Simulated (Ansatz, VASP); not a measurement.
**SnO: VASP beside Ansatz**

Contents of INCAR:

```
SYSTEM = SnO
PREC = Accurate
ENCUT = 520
EDIFF = 1E-8
ISMEAR = -1
SIGMA = 0.01
LREAL = .False.
LASPH = .True.
NELM = 80
ALGO = Normal
ISIF = 2
LWAVE = .False.
LCHARG = .False.
GGA = PE
LEFG = .True.
NBANDS = 28
```

File KPOINTS:

```
Automatic mesh
0
Gamma
  8 8 6
  0 0 0
```

File POSCAR:

```
SnO
1.0
    3.8271795418      0.0000000000      0.0000000000
    0.0000000000      3.8271795418      0.0000000000
    0.0000000000      0.0000000000      4.8680274234
Sn O
2 2
Direct
    0.0000000000      0.5000000000      0.2385000000
    0.5000000000      0.0000000000      0.7615000000
    0.0000000000      0.0000000000      0.0000000000
    0.5000000000      0.5000000000      0.0000000000
```

Input for Ansatz:

```yaml
crystal:
  lattice:
    - [3.8271795418, 0.0, 0.0]
    - [0.0, 3.8271795418, 0.0]
    - [0.0, 0.0, 4.8680274234]
  atoms:
    - { symbol: Sn, position: [0.0, 0.5, 0.2385] }
    - { symbol: Sn, position: [0.5, 0.0, 0.7615] }
    - { symbol: O, position: [0.0, 0.0, 0.0] }
    - { symbol: O, position: [0.5, 0.5, 0.0] }
kpoints:
  mp_grid: { grid: [8, 8, 6] }
scf:
  occupations: { method: fermi_dirac, width: 0.01 }
hamiltonian:
  xc: pbe
  pseudopotentials: { kind: paw }
output:
  forces: true
  stress: true
  eigenvalues: true
  efg: { contact_densities: true }
```

Change from the starting cell: volume scaled by 1.02, PAW files.

Alike in both runs: task electric field gradients; functional PBE; k mesh 8 × 8 × 6; occupations fermi-dirac, width 0.01 eV; no spin polarisation.

|  | VASP | Ansatz |
| --- | --- | --- |
| version | VASP 6.6.1 | Ansatz 0.2.0 |
| potentials or method | VASP PAW PBE potentials, release 64 (Sn_d, O) | PAW with Ansatz's default frozen-core files, scalar-relativistic |
| plane-wave cutoff (eV) | 520 | 420 |
| valence electrons in the cell | 40 | 40 |

Ansatz gave:

| Quantity | Value |
| --- | --- |
| pressure (GPa) | 2.2 |
| traceless stress, the component that is largest in VASP (GPa) | -0.53 |
| rms of the force components (eV/Å) | 0.029 |
| size of Vzz on the site where it differs most (V/Å²) | 172.6 |

Question: Which values does VASP return?

Answer: Pressure (GPa): 2.5; traceless stress, the component that is largest in VASP (GPa): -0.51; rms of the force components (eV/Å): 0.063; size of Vzz on the site where it differs most (V/Å²): 163.4.

Atom by atom the forces differ by 0.033 eV/Å (rms over components). With one functional, cell and mesh, what is left measures potentials, basis and numerics.
